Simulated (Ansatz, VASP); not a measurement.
## CuO: VASP beside Ansatz

File INCAR:

```
SYSTEM = CuO
PREC = Accurate
ENCUT = 820
EDIFF = 1E-6
ISMEAR = -1
SIGMA = 0.05
LREAL = .FALSE.
LASPH = .TRUE.
NELM = 120
ALGO = Normal
ISIF = 2
LWAVE = .FALSE.
LCHARG = .TRUE.
GGA = PE
LELF = .TRUE.
LVHAR = .TRUE.
NBANDS = 33
GGA_COMPAT = .FALSE.
```

KPOINTS

```
Automatic mesh
0
G
  4 4 3
  0 0 0
```

POSCAR

```
CuO
1.0
    2.3446497600     -1.7133998200      0.0000000000
    2.3446497600      1.7133998200      0.0000000000
   -0.8605499100      0.0000000000      5.0594394800
Cu O
2 2
Direct
    0.0032000000      0.4968000000      0.0000000000
    0.4968000000      0.0032000000      0.5000000000
    0.5714000000      0.4056000000      0.2537000000
    0.4056000000      0.5714000000      0.7537000000
```

File input.yaml:

```yaml
crystal:
  lattice:
    - [2.34464976, -1.71339982, 0.0]
    - [2.34464976, 1.71339982, 0.0]
    - [-0.86054991, 0.0, 5.05943948]
  atoms:
    - { symbol: Cu, position: [0.0032, 0.4968, 0.0] }
    - { symbol: Cu, position: [0.4968, 0.0032, 0.5] }
    - { symbol: O, position: [0.5714, 0.4056, 0.2537] }
    - { symbol: O, position: [0.4056, 0.5714, 0.7537] }
hamiltonian:
  xc: pbe
  pseudopotentials: { kind: paw }
kpoints:
  mp_grid: { grid: [4, 4, 3] }
scf:
  occupations: { method: fermi_dirac, width: 0.05 }
output:
  forces: true
  stress: true
  eigenvalues: true
  write_density: true
  write_potential: true
  elf: true
  volumetric_format: npy
```

Alike in both runs: task single point; functional PBE; k mesh 4 × 4 × 3; occupations fermi-dirac, width 0.05 eV; no spin polarisation.

|  | VASP | Ansatz |
| --- | --- | --- |
| version | VASP 6.6.1 | Ansatz 0.2.0 |
| potentials or method | VASP PAW PBE potentials, release 64 (Cu_sv_GW, O) | Ansatz PAW |
| plane-wave cutoff (eV) | 820 | 420 |
| valence electrons in the cell | 50 | 50 |

VASP gave:

```
gap on the k mesh at the Fermi level (eV)                     : none
pressure (GPa)                                                : 4.8
traceless stress, the component that is largest in VASP (GPa) : -1.29
rms of the force components (eV/Å)                            : 0.433
```

Which values does Ansatz return?

gap on the k mesh at the Fermi level (eV): none; pressure (GPa): 5.7; traceless stress, the component that is largest in VASP (GPa): -1.30; rms of the force components (eV/Å): 0.428.

Atom by atom the forces differ by 0.007 eV/Å (rms over components). A gap of «none» marks a metal or a gap that the smearing closes.

The k mesh is coarse, so the values compare programs but aren't converged.
